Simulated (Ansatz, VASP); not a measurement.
**NaI in VASP and in Ansatz**

File INCAR:

```
  PREC = Accurate
  ENCUT = 520
  EDIFF = 1E-6
  ISMEAR = 0
  SIGMA = 0.05
  LREAL = False
  LASPH = True
  NELM = 60
  ALGO = Normal
  ISIF = 2
  LWAVE = False
  LCHARG = True
  GGA = PE
  LELF = True
  LVHAR = True
  NBANDS = 14
```

File KPOINTS:

```
regular mesh
0
Gamma
  6 6 6
```

POSCAR

```
NaI
1.0
    0.0000000000      3.3334920000      3.3334920000
    3.3334920000      0.0000000000      3.3334920000
    3.3334920000      3.3334920000      0.0000000000
Na I
1 1
Direct
    0.0000000000      0.0000000000      0.0000000000
    0.5000000000      0.5000000000      0.5000000000
```

Input for Ansatz:

```yaml
crystal:
  lattice:
    - [0.0, 3.333492, 3.333492]
    - [3.333492, 0.0, 3.333492]
    - [3.333492, 3.333492, 0.0]
  atoms:
    - { symbol: Na, position: [0.0, 0.0, 0.0] }
    - { symbol: I, position: [0.5, 0.5, 0.5] }
basis:
  ecutwfc: 420
kpoints:
  mp_grid: { grid: [6, 6, 6] }
hamiltonian:
  xc: pbe
scf:
  occupations: { method: gaussian, width: 0.05 }
output:
  forces: true
  stress: true
  eigenvalues: true
```

Change from the starting cell: strain +0.030 along x and y, +0.030 along z, atoms carried along.

Alike in both runs: task single point; functional PBE; k mesh 6 × 6 × 6; occupations gaussian, width 0.05 eV; no spin polarisation.

|  | VASP | Ansatz |
| --- | --- | --- |
| version | VASP 6.6.1 | Ansatz 0.2.0 |
| potentials or method | VASP PAW PBE potentials, release 64 (Na_pv, I), cutoff 520 eV | scalar-relativistic, plane waves, PAW |
| valence electrons in the cell | 14 | 26 |

Ansatz gave:

| Property | Result |
| --- | --- |
| gap on the k mesh at the Fermi level (eV) | 3.43 |
| least direct gap on the mesh (eV) | 3.43 |
| pressure (GPa) | -0.8 |

Task: Which values does VASP return?

Result: gap on the k mesh at the Fermi level (eV): 3.42; least direct gap on the mesh (eV): 3.42; pressure (GPa): -0.8.

VASP's potentials hold 14 valence electrons a cell and Ansatz's 26, so a difference there can come from the potentials and not from the codes.

Spin-orbit coupling is off throughout.
